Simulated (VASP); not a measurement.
# AlNi: relaxation of cell and atoms with LDA

AlNi:

```
CELL_PARAMETERS angstrom
2.00029 -2.00032 0.00000
2.00029 2.00032 0.00000
0.00000 0.00000 2.83964
ATOMIC_POSITIONS crystal
Al 0.00000 0.00000 0.00000
Ni 0.50000 0.50000 0.50000
```

```
Program                : VASP 6.6.1
Task                   : relaxation of cell and atoms
Functional             : LDA
Potentials or basis    : VASP PAW LDA potentials, release 64 (Al, Ni)
Cutoff                 : 600 eV
k mesh                 : 16 × 16 × 14
Occupations            : fermi-dirac, width 0.15 eV
Spin                   : no spin polarisation
Dipole correction      : no
Further INCAR settings : ALGO = Fast; EDIFF = 1e-07; IBRION = 2; EDIFFG = -0.001; NSW = 80; ISIF = 3
```

```yaml
Relaxed_volume: 11.39 Å³/atom
Relaxed_cell: a = 2.834 Å, b = 2.834 Å, c = 2.836 Å, α = 90.00°, β = 90.00°, γ = 90.00°
Space_group_after_relaxing_to_0.05_Å: Pm-3m (No. 221)
Energy_gained_by_relaxing: 0.1 meV/atom
Ionic_steps: 17
Pressure_after_relaxing: 0.0 GPa
```

Step by step:
| step | energy change (eV) | largest force (eV/Å) | pressure (GPa) | volume (Å³) |
| --- | --- | --- | --- | --- |
| 1 | 0.0000 | 0.0000 | 0.29 | 22.72 |
| 2 | -0.0001 | 0.0000 | -0.17 | 22.79 |
| 3 | -0.0001 | 0.0000 | 0.02 | 22.78 |
| 4 | -0.0001 | 0.0000 | -0.12 | 22.79 |
| 5 | -0.0001 | 0.0000 | 0.01 | 22.78 |
| 6 | -0.0001 | 0.0000 | -0.13 | 22.78 |
| 7 | -0.0001 | 0.0000 | -0.01 | 22.78 |
| 8 | -0.0001 | 0.0000 | 0.11 | 22.78 |
| 9 | -0.0001 | 0.0000 | -0.04 | 22.78 |
| 10 | -0.0001 | 0.0000 | -0.08 | 22.78 |
| 11 | -0.0001 | 0.0000 | -0.03 | 22.78 |
| 12 | -0.0001 | 0.0000 | -0.09 | 22.78 |
| 13 | -0.0001 | 0.0000 | 0.09 | 22.78 |
| 14 | -0.0001 | 0.0000 | -0.17 | 22.79 |
| 15 | -0.0001 | 0.0000 | 0.03 | 22.78 |
| 16 | -0.0001 | 0.0000 | -0.07 | 22.78 |
| 17 | -0.0001 | 0.0000 | 0.00 | 22.78 |

Final structure:
```
CELL_PARAMETERS angstrom
2.00407 -2.00407 0.00000
2.00407 2.00407 0.00000
0.00000 0.00000 2.83638
ATOMIC_POSITIONS crystal
Al 0.00000 0.00000 0.00000
Ni 0.50000 0.50000 0.50000
```

Levels at points of the mesh, in eV from the Fermi level:
```
           k point  band 5  band 6  band 7  band 8  band 9  band 10
(0.00, 0.00, 0.00)   -1.70   -1.70    5.64    5.67    5.67     8.35
(0.50, 0.00, 0.00)   -2.45   -1.60   -0.72    8.40   10.18    10.21
(0.50, 0.50, 0.00)   -2.28   -2.28   -1.13    1.53    2.69    12.64
(0.00, 0.00, 0.50)   -2.45   -1.60   -0.73    8.40   10.21    10.21
(0.50, 0.00, 0.50)   -2.27   -2.27   -1.13    1.52    2.68    12.66
(0.50, 0.50, 0.50)   -1.10    1.97    1.97    1.97    4.01     4.68
```

Run time: 22 min on 1 thread of Intel Xeon 8259CL (shared host), peak memory 0.33 GiB.

Spin polarisation is off, so any magnetic state and its effect on volume and gap are missing.
